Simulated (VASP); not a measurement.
Set up this calculation in VASP 6.6.1, as the native input.

- Task: single point
- Functional: PBE-based screened hybrid with 50 % exact exchange
- Potentials or basis: VASP PAW PBE potentials, release 64 (Ba_sv, Te)
- Cutoff: 520 eV
- k mesh: 4 × 4 × 4
- Occupations: gaussian, width 0.01 eV
- Spin: no spin polarisation
- Dipole correction: no
- Grid for exact exchange (PRECFOCK): Normal
- Share of exact exchange: 0.5
- Further INCAR settings: ALGO = Normal; EDIFF = 1e-06; NBANDS = 15
- Screening parameter: 0.3 1/Å

BaTe:

```xyz
2
Lattice="4.2448 0.0000 0.0000 0.0000 4.2448 0.0000 0.0000 0.0000 4.2448" Properties=species:S:1:pos:R:3 pbc="T T T"
Ba    0.0000    0.0000    0.0000
Te    2.1224    2.1224    2.1224
```

These files were run (other wordings do the same):

POSCAR

```
BaTe
1.0
    4.2448181598      0.0000000000      0.0000000000
    0.0000000000      4.2448181598      0.0000000000
    0.0000000000      0.0000000000      4.2448181598
Ba Te
1 1
Direct
    0.0000000000      0.0000000000      0.0000000000
    0.5000000000      0.5000000000      0.5000000000
```

INCAR.step1

```
PREC = Accurate
ENCUT = 520
EDIFF = 1E-5
ISMEAR = 0
SIGMA = 0.01
LREAL = False
LASPH = True
NELM = 100
ALGO = Normal
ISIF = 2
LWAVE = True
LCHARG = False
NBANDS = 15
GGA = PE
```

INCAR.step2

```
PREC = Accurate
ENCUT = 520
EDIFF = 1E-6
ISMEAR = 0
SIGMA = 0.01
LREAL = False
LASPH = True
NELM = 100
ALGO = Normal
ISIF = 2
LWAVE = False
LCHARG = False
GGA = PE
LHFCALC = True
AEXX = 0.5
HFSCREEN = 0.3
PRECFOCK = Normal
NBANDS = 15
ISTART = 1
```

KPOINTS

```
Automatic mesh
0
Gamma
  4 4 4
```

Potentials or basis: VASP PAW PBE potentials, release 64 (Ba_sv, Te).

Run with:

```console
$ cat potpaw_PBE.64/Ba_sv/POTCAR potpaw_PBE.64/Te/POTCAR > POTCAR
$ cp INCAR.step1 INCAR
$ mpirun -np 1 vasp_std > vasp.out
$ cp INCAR.step2 INCAR
$ mpirun -np 1 vasp_std > vasp.out
```

It gave:

- Pressure: -0.5 GPa
- Band gap on the k mesh: 1.84 eV (least direct gap 2.06 eV)

Caveat: the PAW data sets were made with another functional, which shifts forces and pressure a little; spin-orbit coupling is left out, which moves the levels of the heavy elements.

Run time: 7.5 min on 1 thread of Intel(R) Xeon(R) Platinum 8259CL CPU @ 2.50GHz (Skylake/Cascade Lake) (shared host), peak memory 0.29 GiB.
